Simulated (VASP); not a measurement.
BP: vibrations by perturbation theory with PBE

BP:

```
CELL_PARAMETERS angstrom
0.00000 2.24406 2.24406
2.24406 0.00000 2.24406
2.24406 2.24406 0.00000
ATOMIC_POSITIONS crystal
B 0.00000 0.00000 0.00000
P 0.75000 0.75000 0.75000
```

```json
{
  "Program": "VASP 6.6.1",
  "Task": "vibrations by perturbation theory",
  "Functional": "PBE",
  "Potentials or basis": "VASP PAW PBE potentials, release 64 (B, P)",
  "Cutoff": "520 eV",
  "k mesh": "10 × 10 × 10",
  "Occupations": "gaussian, width 0.01 eV",
  "Spin": "no spin polarisation",
  "Dipole correction": "no",
  "Further INCAR settings": "ALGO = Normal; EDIFF = 1e-08; IBRION = 8; NSW = 1"
}
```

```
Electronic dielectric tensor (diagonal)                 : 9.26
Born charges (mean of the diagonal)                     : B -0.60; P +0.60 e
Highest phonon frequency at Γ, LO-TO splitting left out : 831 cm⁻¹
```

Phonon frequencies in cm⁻¹ (negative: imaginary):
```csv
q point,frequencies
"(0.000, 0.000, 0.000)",0 0 0 831 831 831
```

Electronic dielectric tensor:
```
9.26 0.00 0.00
0.00 9.26 0.00
0.00 0.00 9.26
```

Born effective charge tensors (e):
atom 1, B
```
-0.60  0.00  0.00
 0.00 -0.60  0.00
 0.00  0.00 -0.60
```
atom 2, P
```
0.60 0.00 0.00
0.00 0.60 0.00
0.00 0.00 0.60
```

It took 59 s on 1 thread of Intel(R) Xeon(R) 6975P-C (Granite Rapids) (shared host), peak memory 0.2 GiB.

Caveat: the cell wasn't relaxed at this level first, which shifts response properties.
